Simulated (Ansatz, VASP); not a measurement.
## Co: VASP beside Ansatz

File INCAR:

```
SYSTEM = Co
  PREC = Accurate
  ENCUT = 520
  EDIFF = 1E-6
  ISMEAR = -1
  SIGMA = 0.1
  LREAL = .FALSE.
  LASPH = .TRUE.
  NELM = 100
  ALGO = Normal
  ISIF = 2
  LWAVE = .FALSE.
  LCHARG = .FALSE.
  GGA = PE
  NBANDS = 16
```

The input KPOINTS:

```
Automatic mesh
0
G
  13 13 7
  0 0 0
```

File POSCAR:

```
Co
1.0
    2.5270016500      0.0000000000      0.0000000000
   -1.2635008200      2.1884476200      0.0000000000
    0.0000000000      0.0000000000      4.1190000000
Co
2
Direct
    0.3333333300      0.6666666700      0.2500000000
    0.6666666700      0.3333333300      0.7500000000
```

Input for Ansatz:

```yaml
crystal:
  lattice:
    - [2.52700165, 0.0, 0.0]
    - [-1.26350082, 2.18844762, 0.0]
    - [0.0, 0.0, 4.119]
  atoms:
    - { symbol: Co, position: [0.33333333, 0.66666667, 0.25] }
    - { symbol: Co, position: [0.66666667, 0.33333333, 0.75] }
hamiltonian:
  xc: pbe
  pseudopotentials: { kind: paw }
basis:
  ecutwfc: 420
kpoints:
  mp_grid: { grid: [13, 13, 7] }
scf:
  occupations: { method: fermi_dirac, width: 0.1 }
  lower_state_search: "off"
output:
  forces: true
  stress: true
```

Alike in both runs: task single point; functional PBE; k mesh 13 × 13 × 7; occupations fermi-dirac, width 0.1 eV; no spin polarisation.

|  | VASP | Ansatz |
| --- | --- | --- |
| version | VASP 6.6.1 | Ansatz 0.2.0 |
| potentials or method | VASP PAW PBE potentials, release 64 (Co), cutoff 520 eV | PAW, plane waves, scalar-relativistic |
| valence electrons in the cell | 18 | 34 |

Ansatz gave:

- pressure (GPa): -18.8
- traceless stress, the component that is largest in VASP (GPa): -1.91

**Question.** What did VASP give for the same quantities?

**Answer.** Pressure (GPa): -19.0; traceless stress, the component that is largest in VASP (GPa): -1.92.

VASP's potentials hold 18 valence electrons a cell and Ansatz's 34, so a difference there can come from the potentials and not from the codes.
